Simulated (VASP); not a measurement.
Wanted: the native input for a VASP 6.6.1 run.

```
Task                   : single point
Functional             : PBE
Potentials or basis    : VASP PAW PBE potentials, release 64 (Al, Zn)
Cutoff                 : 520 eV
k mesh                 : 4 × 4 × 4
Occupations            : gaussian, width 0.1 eV
Spin                   : no spin polarisation
Dipole correction      : no
Further INCAR settings : ALGO = Fast; EDIFF = 1e-07; NBANDS = 49
```

The structure of AlZn3 lies in POSCAR:

```
AlZn3
1.0
    5.0375924976      0.0000000000      0.0000000000
    0.0000000000      5.0375924976      0.0000000000
    0.0000000000      0.0000000000      5.0375924976
Al Zn
2 6
Direct
    0.0000000000      0.0000000000      0.0000000000
    0.5000000000      0.5000000000      0.5000000000
    0.2500000000      0.0000000000      0.5000000000
    0.5000000000      0.7500000000      0.0000000000
    0.7500000000      0.0000000000      0.5000000000
    0.5000000000      0.2500000000      0.0000000000
    0.0000000000      0.5000000000      0.7500000000
    0.0000000000      0.5000000000      0.2500000000
```

The cell was generated, and may not be a known phase.

One way to write it, as run:

INCAR

```
SYSTEM = AlZn3
PREC = Accurate ; ENCUT = 520
EDIFF = 1E-7 ; ISMEAR = 0
SIGMA = 0.1 ; LREAL = .False.
LASPH = .True. ; NELM = 60
ALGO = Fast ; ISIF = 2
LWAVE = .False. ; LCHARG = .True.
GGA = PE ; LELF = .True.
LVHAR = .True. ; NBANDS = 49
```

KPOINTS

```
Automatic mesh
0
Gamma
  4 4 4
  0 0 0
```

Potentials or basis: VASP PAW PBE potentials, release 64 (Al, Zn).

Run with:

```console
$ cat potpaw_PBE.64/Al/POTCAR potpaw_PBE.64/Zn/POTCAR > POTCAR
$ mpirun -np 1 vasp_std > vasp.out
```

Results of the run:

```yaml
Pressure: 0.4 GPa
Band_gap_on_the_k_mesh: zero (bands 39 and 40 overlap by 7.57 eV)
```

Wall time 52 s on 1 thread of AMD EPYC 9R45 96-Core Processor (Zen 5), with other jobs on the host, peak memory 0.22 GiB.
